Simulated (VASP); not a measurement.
Input of a VASP 6.6.1 run:

INCAR

```
SYSTEM = BeV
ALGO     = Normal         ! electronic algorithm
EDIFF    = 1E-6           ! SCF threshold, eV
ENCUT    = 520            ! plane-wave cutoff, eV
GGA      = PE             ! functional
ISIF     = 2              ! what is computed and relaxed
ISMEAR   = 0              ! smearing method
ISPIN    = 2              ! spin polarisation
LASPH    = .True.         ! aspherical terms in the spheres
LCHARG   = .False.        ! write CHGCAR
LMAXMIX  = 4              ! l up to which the mixer works
LORBIT   = 11             ! projections on sites
LREAL    = .False.        ! projectors in reciprocal space
LWAVE    = .False.        ! write WAVECAR
MAGMOM   = 0 2            ! initial moments
NBANDS   = 18             ! bands
NELM     = 150            ! most SCF steps
PREC     = Accurate       ! precision mode
SIGMA    = 0.1            ! smearing width, eV
```

The input KPOINTS:

```
k-points
0
Gamma
  8 8 8
  0 0 0
```

File POSCAR:

```
BeV
1.0
    0.0000000000      2.1828140634      2.1828140634
    2.1828140634      0.0000000000      2.1828140634
    2.1828140634      2.1828140634      0.0000000000
Be V
1 1
Direct
    0.0000000000      0.0000000000      0.0000000000
    0.5000000000      0.5000000000      0.5000000000
```

Potentials or basis: VASP PAW PBE potentials, release 64 (Be, V_sv).

The run is started by

```bash
$ cat potpaw_PBE.64/Be/POTCAR potpaw_PBE.64/V_sv/POTCAR > POTCAR
$ mpirun -np 1 vasp_std > vasp.out
```

(1) What does it give for the net moment?

(2) What does it give for the pressure?

Results:

(1) 0.00 μB per cell.

(2) 19.3 GPa.

Caveat: the cell stands under pressure; the moments typed at the start vanished in this run.
